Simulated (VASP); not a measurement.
# Si: single point with LDA

Crystal: Si.

```xyz
1
Lattice="-1.5781 1.5781 1.3599 1.5781 -1.5781 1.3599 1.5781 1.5781 -1.3599" Properties=species:S:1:pos:R:3 pbc="T T T"
Si    0.0000    0.0000    0.0000
```

This cell differs from its parent crystal: strain -0.030 along x and y, +0.030 along z.

```json
{"Program": "VASP 6.6.1", "Task": "single point", "Functional": "LDA", "Potentials or basis": "VASP PAW LDA potentials, release 64 (Si)", "Cutoff": "520 eV", "k mesh": "22 × 22 × 22", "Occupations": "gaussian, width 0.15 eV", "Spin": "no spin polarisation", "Dipole correction": "no", "Further INCAR settings": "ALGO = Normal; EDIFF = 1e-07; NBANDS = 8"}
```

```
Pressure               : 3.3 GPa
Band gap on the k mesh : zero (band 2 reaches 21.63 eV, above the bottom of band 3 at 6.91 eV)
```

Stress tensor (GPa, compression positive):
```
4.40 0.00 0.00
0.00 4.40 0.00
0.00 0.00 1.10
```

Levels at points of the mesh, in eV from the Fermi level:
| k point | band 1 | band 2 | band 3 | band 4 | band 5 | band 6 | band 7 |
| --- | --- | --- | --- | --- | --- | --- | --- |
| (0.00, 0.00, 0.00) | -14.94 | 10.51 | 11.12 | 11.12 | 13.42 | 14.15 | 14.47 |
| (0.50, 0.00, 0.00) | -6.70 | -6.44 | 5.10 | 6.66 | 7.21 | 9.71 | 19.64 |
| (0.50, 0.50, 0.00) | -8.18 | -7.40 | 8.09 | 10.30 | 11.16 | 11.62 | 18.44 |
| (0.50, 0.50, 0.50) | -1.93 | -1.93 | -0.42 | 1.38 | 2.73 | 5.30 | 25.38 |

Wall time 24 s on 1 thread of Intel(R) Xeon(R) Platinum 8559C (Emerald Rapids) (shared host), peak memory 0.17 GiB.

Caveat: the cell differs from its parent crystal (strain -0.030 along x and y, +0.030 along z).
